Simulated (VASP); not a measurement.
Here is a VASP 6.6.1 calculation.

The input INCAR:

```
SYSTEM = YAl3N4
PREC     = Accurate       ! precision mode
ENCUT    = 600            ! plane-wave cutoff, eV
EDIFF    = 1E-6           ! SCF threshold, eV
ISMEAR   = 0              ! smearing method
SIGMA    = 0.1            ! smearing width, eV
LREAL    = .False.        ! projectors in reciprocal space
LASPH    = .True.         ! aspherical terms in the spheres
NELM     = 120            ! most SCF steps
ALGO     = Normal         ! electronic algorithm
ISIF     = 2              ! what is computed and relaxed
LWAVE    = .False.        ! write WAVECAR
LCHARG   = .False.        ! write CHGCAR
GGA      = PE             ! functional
NBANDS   = 30             ! bands
GGA_COMPAT= .False.
```

File KPOINTS:

```
regular mesh
0
Gamma
  6 6 6
  0 0 0
```

Contents of POSCAR:

```
YAl3N4
1.0
   -2.2421239509      2.2421239509      4.1592643031
    2.2421239509     -2.2421239509      4.1592643031
    2.2421239509      2.2421239509     -4.1592643031
Y Al N
1 3 4
Direct
    0.0000000000      0.0000000000      0.0000000000
    0.5000000000      0.5000000000      0.0000000000
    0.7500000000      0.2500000000      0.5000000000
    0.2500000000      0.7500000000      0.5000000000
    0.7284548804      0.7284548804      0.0000000000
    0.2715451196      0.2715451196      0.0000000000
    0.5000000000      0.0000000000      0.5000000000
    0.0000000000      0.5000000000      0.5000000000
```

Potentials or basis: VASP PAW PBE potentials, release 64 (Y_sv, Al, N).

Launch:

```bash
$ cat potpaw_PBE.64/Y_sv/POTCAR potpaw_PBE.64/Al/POTCAR potpaw_PBE.64/N/POTCAR > POTCAR
$ mpirun -np 1 vasp_std > vasp.out
```

Q: Estimate the largest force.

A: 0.013 eV/Å.

Q: What does it give for the band gap on the k mesh?

A: 1.83 eV.

Q: Estimate the pressure.

A: -0.4 GPa.

Forces on the atoms (eV/Å):
```
Y    0.000  0.000  0.000
Al   0.000  0.000  0.000
Al   0.000  0.000  0.000
Al   0.000  0.000  0.000
N    0.000  0.000 -0.013
N    0.000  0.000  0.013
N    0.000  0.000  0.000
N    0.000  0.000  0.000
```

A k mesh can miss the band edges.
